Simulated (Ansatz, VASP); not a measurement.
# Two plane-wave programs on KI

File INCAR:

```
SYSTEM = KI
PREC     = Accurate       ! precision mode
ENCUT    = 520            ! plane-wave cutoff, eV
EDIFF    = 1E-6           ! SCF threshold, eV
ISMEAR   = 0              ! smearing method
SIGMA    = 0.05           ! smearing width, eV
LREAL    = .False.        ! projectors in reciprocal space
LASPH    = .True.         ! aspherical terms in the spheres
NELM     = 60             ! most SCF steps
ALGO     = Normal         ! electronic algorithm
ISIF     = 2              ! what is computed and relaxed
LWAVE    = .False.        ! write WAVECAR
LCHARG   = .True.         ! write CHGCAR
GGA      = PE             ! functional
LELF     = .True.         ! ELF
LVHAR    = .True.       
NBANDS   = 15             ! bands
```

Contents of KPOINTS:

```
Automatic mesh
0
Gamma
  6 6 6
  0 0 0
```

The input POSCAR:

```
KI
1.0
    4.8169478762      0.0000000000      0.0000000000
    0.0000000000      4.8169478762      0.0000000000
    0.0000000000      0.0000000000      3.4055821485
K I
1 1
Direct
    0.0000000000      0.0000000000      0.0000000000
    0.5000000000      0.5000000000      0.5000000000
```

Input for Ansatz:

```yaml
crystal:
  lattice:
    - [4.8169478762, 0.0, 0.0]
    - [0.0, 4.8169478762, 0.0]
    - [0.0, 0.0, 3.4055821485]
  atoms:
    - { symbol: K, position: [0.0, 0.0, 0.0] }
    - { symbol: I, position: [0.5, 0.5, 0.5] }
basis:
  ecutwfc: 420
kpoints:
  mp_grid: { grid: [6, 6, 6] }
hamiltonian:
  xc: pbe
scf:
  occupations: { method: gaussian, width: 0.05 }
output:
  forces: true
  stress: true
  eigenvalues: true
```

Alike in both runs: task single point; functional PBE; k mesh 6 × 6 × 6; occupations gaussian, width 0.05 eV; no spin polarisation.

|  | VASP | Ansatz |
| --- | --- | --- |
| version | VASP 6.6.1 | Ansatz 0.2.0 |
| potentials or method | VASP PAW PBE potentials, release 64 (K_sv, I), cutoff 520 eV | scalar-relativistic, plane waves, PAW |
| valence electrons in the cell | 16 | 26 |

```tsv
	VASP	Ansatz	Ansatz less VASP
gap on the k mesh at the Fermi level (eV)	0.26	0.26	-0.002
least direct gap on the mesh (eV)	0.38	0.37	-0.002
pressure (GPa)	2.5	2.5	-0.03
traceless stress, the component that is largest in VASP (GPa)	11.13	11.14	+0.010
```

The functional is the same, so the differences come from potentials, cutoffs and numerics. VASP's potentials hold 16 valence electrons a cell and Ansatz's 26, so a difference there can come from the potentials and not from the codes.

Spin-orbit coupling is off throughout.
